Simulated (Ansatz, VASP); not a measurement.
**One calculation of Se, two programs**

```
Se
1.0
     4.51687    0.00000    0.00000
    -2.25843    3.91172    0.00000
     0.00000    0.00000    5.04605
Se
3
Direct
  0.21905 0.00000 0.33333
  0.00000 0.21905 0.66667
  0.78095 0.78095 0.00000
```

Alike in both runs: task single point; functional HSE06; k mesh 5 × 5 × 4; occupations fermi-dirac, width 0.01 eV; no spin polarisation.

```csv
,VASP,Ansatz
version,VASP 6.6.1,Ansatz 0.2.0
potentials or method,"VASP PAW PBE potentials, release 64 (Se), cutoff 520 eV",plane-wave PAW DFT
valence electrons in the cell,18,48
```

|  | VASP | Ansatz | Ansatz less VASP |
| --- | --- | --- | --- |
| gap on the k mesh at the Fermi level (eV) | 2.08 | 2.08 | +0.009 |
| pressure (GPa) | -2.0 | -1.9 | +0.13 |
| traceless stress, the component that is largest in VASP (GPa) | -1.52 | -1.43 | +0.089 |
| rms of the force components (eV/Å) | 0.324 | 0.306 | -0.0181 |

Atom by atom the forces differ by 0.018 eV/Å (rms over components). VASP's potentials hold 18 valence electrons a cell and Ansatz's 48, so a difference there can come from the potentials and not from the codes. Ansatz's warnings: stress exchange threshold loose, stress scf threshold loose.
